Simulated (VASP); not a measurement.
Ni2C3:

```
CELL_PARAMETERS angstrom
3.12773 0.00000 0.00000
-1.56386 2.70869 0.00000
0.00000 0.00000 4.86624
ATOMIC_POSITIONS crystal
Ni 0.33333 0.66667 0.24500
Ni 0.66667 0.33333 0.75500
C 0.00000 0.00000 0.00000
C 0.33333 0.66667 0.64500
C 0.66667 0.33333 0.35500
```

```yaml
Program: VASP 6.6.1
Task: relaxation of cell and atoms
Functional: PBE
Potentials_or_basis: VASP PAW PBE potentials, release 64 (Ni_sv_GW, C)
Cutoff: 700 eV
k_mesh: 6 × 6 × 4
Occupations: gaussian, width 0.1 eV
Spin: no spin polarisation
```

At the start: pressure 13.8 GPa; volume 8.25 Å³/atom.

Q: How do energy, volume and symmetry change on relaxing?

A: Over 29 steps the energy falls by 1119.5 meV/atom and the volume is 8.09 Å³/atom (-1.9 %); space group P-3m1 (No. 164, to 0.1 Å) before and after.

The path:
| step | energy change (eV) | largest force (eV/Å) | pressure (GPa) | volume (Å³) |
| --- | --- | --- | --- | --- |
| 1 | 0.0000 | 1.4341 | 13.78 | 41.23 |
| 2 | -0.2078 | 0.8833 | -14.44 | 45.60 |
| 3 | -0.2427 | 0.9662 | -7.88 | 44.33 |
| 4 | -0.5275 | 1.2216 | -9.19 | 43.56 |
| 5 | -1.3848 | 2.6974 | -7.37 | 41.49 |
| 6 | -1.5254 | 6.8575 | 56.13 | 37.32 |
| 7 | -2.0522 | 2.7347 | 4.96 | 40.03 |
| 8 | -2.0280 | 4.5354 | 35.65 | 38.12 |
| 9 | -2.2085 | 2.7519 | 16.06 | 39.20 |
| 10 | -2.2743 | 2.8458 | 17.16 | 39.15 |
| 11 | -2.4332 | 3.1959 | 21.23 | 39.02 |
| 12 | -2.5653 | 4.7158 | 33.95 | 38.71 |
| 13 | -2.9148 | 4.6646 | 30.33 | 39.26 |
| 14 | -3.7596 | 4.7261 | 22.26 | 40.86 |
| 15 | -2.4170 | 5.7444 | 13.88 | 43.87 |
| 16 | -3.8665 | 4.9756 | 20.26 | 41.63 |
| 17 | -4.2511 | 3.5956 | 9.56 | 42.42 |
| 18 | -4.6576 | 0.8716 | -11.62 | 44.47 |
| 19 | -4.8123 | 0.7406 | -9.70 | 43.86 |
| 20 | -5.1931 | 0.6762 | -3.08 | 42.02 |
| 21 | -5.4139 | 0.6583 | 18.97 | 38.28 |
| 22 | -5.4340 | 0.6154 | 13.75 | 38.99 |
| 23 | -5.5627 | 0.5332 | 1.90 | 39.96 |
| 24 | -5.5635 | 0.5227 | 0.90 | 40.05 |
| 25 | -5.5803 | 0.3460 | 0.28 | 40.19 |
| 26 | -5.5953 | 0.0599 | -1.12 | 40.53 |
| 27 | -5.5969 | 0.0449 | 0.92 | 40.31 |
| 28 | -5.5970 | 0.0188 | 0.56 | 40.36 |
| 29 | -5.5974 | 0.0028 | -0.11 | 40.43 |

Final structure:
```
Ni C
1.0
     2.59296    0.00000    0.00000
    -1.29648    2.24557    0.00000
     0.00000    0.00000    6.94430
Ni C
2 3
Direct
  0.33333 0.66667 0.17275
  0.66667 0.33333 0.82725
  0.00000 0.00000 0.00000
  0.33333 0.66667 0.49230
  0.66667 0.33333 0.50770
```

Caveat: the k points lie up to 0.47 Å⁻¹ apart in the final cell; a cell axis changed by over 15 % at a fixed basis, so the end point is rough.
